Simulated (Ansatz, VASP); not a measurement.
**Si3N4: VASP beside Ansatz**

```
CELL_PARAMETERS angstrom
7.63740 0.00000 0.00000
-3.81870 6.61418 0.00000
0.00000 0.00000 2.92200
ATOMIC_POSITIONS crystal
Si 0.17446 0.76836 0.25000
Si 0.40610 0.17446 0.75000
Si 0.23164 0.40610 0.25000
Si 0.82554 0.23164 0.75000
Si 0.59390 0.82554 0.25000
Si 0.76836 0.59390 0.75000
N 0.33333 0.66667 0.25000
N 0.66667 0.33333 0.75000
N 0.32989 0.03035 0.25000
N 0.29953 0.32989 0.75000
N 0.96965 0.29953 0.25000
N 0.67011 0.96965 0.75000
N 0.70047 0.67011 0.25000
N 0.03035 0.70047 0.75000
```

Alike in both runs: functional PBE; k mesh 4 × 4 × 9; occupations fermi-dirac, width 0.02 eV; no spin polarisation.

Ansatz relaxed the structure, and its values are those at the end. VASP's run is a single point on that final structure, the one shown.

```csv
,VASP,Ansatz
version,VASP 6.6.1,Ansatz 0.2.0
potentials or method,"VASP PAW PBE potentials, release 64 (Si, N)","plane-wave PAW, scalar-relativistic"
plane-wave cutoff (eV),520,420
valence electrons in the cell,64,64
```

Ansatz gave:

```
gap on the k mesh at the Fermi level (eV) : 4.29
pressure (GPa)                            : 2.0
rms of the force components (eV/Å)        : 0.008
```

Task: Which values does VASP return?

Result: gap on the k mesh at the Fermi level (eV): 4.27; pressure (GPa): 1.7; rms of the force components (eV/Å): 0.007.

With one functional, cell and mesh, what is left measures potentials, basis and numerics. Ansatz's warnings: stress scf threshold loose.
